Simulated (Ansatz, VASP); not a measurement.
# Se in VASP and in Ansatz

```
CELL_PARAMETERS angstrom
3.88181 0.00000 0.00000
-1.94090 3.36174 0.00000
0.00000 0.00000 3.94575
ATOMIC_POSITIONS crystal
Se 0.33333 0.66667 0.25000
Se 0.66667 0.33333 0.75000
```

Alike in both runs: task single point; functional BLYP; k mesh 11 × 11 × 9; occupations fermi-dirac, width 0.1 eV; no spin polarisation.

```csv
,VASP,Ansatz
version,VASP 6.6.1,Ansatz 0.2.0
potentials or method,"VASP PAW PBE potentials, release 64 (Se), cutoff 520 eV","plane waves (420 eV) with PAW, scalar-relativistic"
valence electrons in the cell,12,32
```

Ansatz gave:

- pressure (GPa): -1.9
- traceless stress, the component that is largest in VASP (GPa): -1.15

Problem. Which values does VASP return?

Solution. Pressure (GPa): -1.8; traceless stress, the component that is largest in VASP (GPa): -1.11.

VASP's potentials were made for PBE, not for BLYP. With one functional, cell and mesh, what is left measures potentials, basis and numerics. VASP's potentials hold 12 valence electrons a cell and Ansatz's 32, so a difference there can come from the potentials and not from the codes.
